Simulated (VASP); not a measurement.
The system is GdO.

```
CELL_PARAMETERS angstrom
0.00000 2.70000 2.70000
2.70000 0.00000 2.70000
2.70000 2.70000 0.00000
ATOMIC_POSITIONS crystal
Gd 0.00000 0.00000 0.00000
O 0.25000 0.25000 0.25000
```

* Program: VASP 6.6.1
* Task: relaxation of cell and atoms
* Functional: PBEsol
* Dispersion: D3(BJ)
* Potentials or basis: VASP PAW PBE potentials, release 64 (Gd, O)
* Cutoff: 600 eV
* k mesh: 9 × 9 × 9
* Occupations: fermi-dirac, width 0.05 eV
* Spin: collinear spin, ferromagnetic start
* Starting moments: [7.0, 0.0] μB

At the start: pressure -6.6 GPa; volume 19.68 Å³/atom.

Task: How do energy, volume and symmetry change on relaxing?

Result: Over 13 steps the energy falls by 46.6 meV/atom and the volume is 18.20 Å³/atom (-7.5 %); space group F-43m (No. 216, to 0.1 Å) before and after; moment 6.04 μB per cell.

Step by step:
```
step  energy change (eV)  largest force (eV/Å)  pressure (GPa)  volume (Å³)
   1              0.0000                0.0000           -6.64        39.37
   2             -0.0345                0.0000            5.69        34.90
   3             -0.0931                0.0000           -0.44        36.57
   4             -0.0933                0.0000           -0.92        36.45
   5             -0.0875                0.0000            2.44        35.67
   6             -0.0929                0.0000            0.63        36.23
   7             -0.0932                0.0000            1.00        36.32
   8             -0.0933                0.0000            0.64        36.38
   9             -0.0924                0.0000           -1.03        36.74
  10             -0.0933                0.0000           -0.09        36.47
  11             -0.0933                0.0000           -0.17        36.46
  12             -0.0933                0.0000           -0.24        36.42
  13             -0.0933                0.0000           -0.03        36.40
```

Final structure:
```yaml
crystal:
  lattice:
    - [0.00000, 2.63049, 2.63049]
    - [2.63049, 0.00000, 2.63049]
    - [2.63049, 2.63049, 0.00000]
  atoms:
    - { symbol: Gd, position: [0.00000, 0.00000, 0.00000] }
    - { symbol: O, position: [0.25000, 0.25000, 0.25000] }
```

Caveat: the PAW data sets were made with another functional, which shifts forces and pressure a little; a cell with one magnetic atom can't hold antiferromagnetic order, which such compounds often take; semilocal functionals describe open f shells poorly, which spoils levels, moments and volumes.
